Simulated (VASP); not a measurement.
Set up this calculation in VASP 6.6.1, as the native input.

```yaml
Task: single point
Functional: PBEsol
Potentials_or_basis: VASP PAW PBE potentials, release 64 (H)
Cutoff: 520 eV
k_mesh: 10 × 10 × 10
Occupations: gaussian, width 0.01 eV
Spin: no spin polarisation
Dipole_correction: no
Further_INCAR_settings: ALGO = Normal; EDIFF = 1e-06; NBANDS = 8
```

The structure of H lies in POSCAR:

```
H
1.0
   -1.7540021109      1.7540021109      2.1829359774
    1.7540021109     -1.7540021109      2.1829359774
    1.7540021109      1.7540021109     -2.1829359774
H
2
Direct
    0.9130471286      0.9130471286      0.0000000000
    0.0869528714      0.0869528714      0.0000000000
```

One way to write it, as run:

INCAR

```
SYSTEM = H
ALGO = Normal ; EDIFF = 1E-6
ENCUT = 520 ; GGA = PS
ISIF = 2 ; ISMEAR = 0
LASPH = .TRUE. ; LCHARG = .FALSE.
LREAL = .FALSE. ; LWAVE = .FALSE.
NBANDS = 8 ; NELM = 60
PREC = Accurate ; SIGMA = 0.01
```

KPOINTS

```
k-points
0
G
  10 10 10
  0 0 0
```

Potentials or basis: VASP PAW PBE potentials, release 64 (H).

The run is started by

```sh
$ cat potpaw_PBE.64/H/POTCAR > POTCAR
$ mpirun -np 1 vasp_std > vasp.out
```

Results of the run:

The pressure is -0.1 GPa and the largest force is 0.005 eV/Å. The band gap on the k mesh is 8.86 eV, indirect (least direct gap 9.51 eV).

Caveat: the PAW data sets were made with another functional, which shifts forces and pressure a little.

Wall time 12 s on 1 thread of Intel(R) Xeon(R) Platinum 8488C (Sapphire Rapids) (shared host), peak memory 0.15 GiB.
